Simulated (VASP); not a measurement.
Wanted: the native input for a VASP 6.6.1 run.

```yaml
Task: relaxation of shape and atoms at fixed volume
Functional: PBEsol
Potentials_or_basis: VASP PAW PBE potentials, release 64 (Ir)
Cutoff: 500 eV
k_mesh: 18 × 18 × 10
Occupations: fermi-dirac, width 0.15 eV
Spin: no spin polarisation
Dipole_correction: no
Further_INCAR_settings: ALGO = Normal; EDIFF = 1e-07; IBRION = 2; EDIFFG = -0.001; NSW = 80; ISIF = 4
```

The structure of Ir lies in POSCAR:

```
Ir
1.0
    2.7393412416      0.0000000000      0.0000000000
   -1.3696706208      2.3723391048      0.0000000000
    0.0000000000      0.0000000000      4.4392254638
Ir
2
Direct
    0.6666666667      0.3333333333      0.7500000000
    0.3333333333      0.6666666667      0.2500000000
```

This isn't the form of Ir at room conditions, which is fcc.

One way to write it, as run:

INCAR

```
  PREC = Accurate
  ENCUT = 500
  EDIFF = 1E-7
  ISMEAR = -1
  SIGMA = 0.15
  LREAL = F
  LASPH = T
  NELM = 120
  ALGO = Normal
  ISIF = 4
  LWAVE = F
  LCHARG = F
  GGA = PS
  IBRION = 2
  NSW = 80
  EDIFFG = -0.001
  GGA_COMPAT = F
  NELMIN = 4
```

KPOINTS

```
regular mesh
0
Gamma
  18 18 10
```

Potentials or basis: VASP PAW PBE potentials, release 64 (Ir).

The run is started by

```bash
$ cat potpaw_PBE.64/Ir/POTCAR > POTCAR
$ mpirun -np 1 vasp_std > vasp.out
```

Results of the run:

The energy gained by relaxing is 0.0 meV/atom. The ionic steps are 3, the pressure after relaxing is -6.3 GPa and the band gap on the k mesh is zero (bands 9 and 10 overlap by 3.26 eV).

Caveat: the PAW data sets were made with another functional, which shifts forces and pressure a little; spin-orbit coupling is left out, which moves the levels of the heavy elements.

Run time: 67 s on 1 thread of Intel(R) Xeon(R) Platinum 8559C (Emerald Rapids), on a shared host, peak memory 0.19 GiB.
